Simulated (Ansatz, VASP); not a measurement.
**ZrC: VASP beside Ansatz**

The input INCAR:

```
ALGO = Normal
EDIFF = 1E-6
ENCUT = 520
GGA = PS
ISIF = 2
ISMEAR = 0
LASPH = True
LCHARG = False
LREAL = False
LWAVE = False
NBANDS = 24
NELM = 100
PREC = Accurate
SIGMA = 0.05
```

Contents of KPOINTS:

```
k-points
0
Gamma
  12 12 6
```

POSCAR

```
ZrC
1.0
    3.2724941264      0.0000000000      0.0000000000
   -1.6362470632      2.8340630472      0.0000000000
    0.0000000000      0.0000000000      5.7943916587
Zr C
2 2
Direct
    0.0141140121      0.0282280241      0.0000000000
    0.0000000000      0.0000000000      0.5000000000
    0.3333333333      0.6666666667      0.2500000000
    0.6666666667      0.3333333333      0.7500000000
```

Input for Ansatz:

```yaml
crystal:
  lattice:
    - [3.2724941264, 0.0, 0.0]
    - [-1.6362470632, 2.8340630472, 0.0]
    - [0.0, 0.0, 5.7943916587]
  atoms:
    - { symbol: Zr, position: [0.0141140121, 0.0282280241, 0.0] }
    - { symbol: Zr, position: [0.0, 0.0, 0.5] }
    - { symbol: C, position: [0.3333333333, 0.6666666667, 0.25] }
    - { symbol: C, position: [0.6666666667, 0.3333333333, 0.75] }
basis:
  ecutwfc: 420
  ecutrho_ratio: 4
kpoints:
  mp_grid: { grid: [12, 12, 6] }
hamiltonian:
  xc: pbesol
scf:
  occupations: { method: gaussian, width: 0.05 }
output:
  forces: true
  stress: true
  eigenvalues: true
```

Alike in both runs: task single point; functional PBEsol; k mesh 12 × 12 × 6; occupations gaussian, width 0.05 eV; no spin polarisation.

```csv
,VASP,Ansatz
version,VASP 6.6.1,Ansatz 0.2.0
potentials or method,"VASP PAW PBE potentials, release 64 (Zr_sv, C), cutoff 520 eV","scalar-relativistic, plane waves, PAW"
valence electrons in the cell,32,32
```

|  | VASP | Ansatz | Ansatz less VASP |
| --- | --- | --- | --- |
| gap on the k mesh at the Fermi level (eV) | none | none | - |
| pressure (GPa) | 0.5 | 0.2 | -0.32 |
| traceless stress, the component that is largest in VASP (GPa) | 0.30 | 0.30 | -0.001 |
| rms of the force components (eV/Å) | 0.017 | 0.017 | -0.0003 |

VASP's potentials were made for PBE, not for PBEsol. Atom by atom the forces differ by 0.001 eV/Å (rms over components). A gap of «none» marks a metal or a gap that the smearing closes. The functional is the same, so the differences come from potentials, cutoffs and numerics.
